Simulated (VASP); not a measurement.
A run of VASP 6.6.1 is set up as follows.

INCAR

```
  PREC = Accurate
  ENCUT = 500
  EDIFF = 1E-6
  ISMEAR = 0
  SIGMA = 0.1
  LREAL = False
  LASPH = True
  NELM = 120
  ALGO = Normal
  ISIF = 2
  LWAVE = False
  LCHARG = False
  NBANDS = 17
  GGA_COMPAT = False
```

The input KPOINTS:

```
Automatic mesh
0
Gamma
  6 6 6
```

POSCAR

```
SnTe
1.0
    0.0000000000      3.1500000000      3.1500000000
    3.1500000000      0.0000000000      3.1500000000
    3.1500000000      3.1500000000      0.0000000000
Sn Te
1 1
Direct
    0.0000000000      0.0000000000      0.0000000000
    0.5000000000      0.5000000000      0.5000000000
```

Potentials or basis: VASP PAW LDA potentials, release 64 (Sn_d, Te).

Command:

```bash
$ cat potpaw_LDA.64/Sn_d/POTCAR potpaw_LDA.64/Te/POTCAR > POTCAR
$ mpirun -np 1 vasp_std > vasp.out
```

Task: What does it give for the pressure?

Result: -1.4 GPa.

Task: Estimate the band gap on the k mesh.

Result: 0.12 eV.

Caveat: spin-orbit coupling is left out, which moves the levels of the heavy elements. A k mesh can miss the band edges.
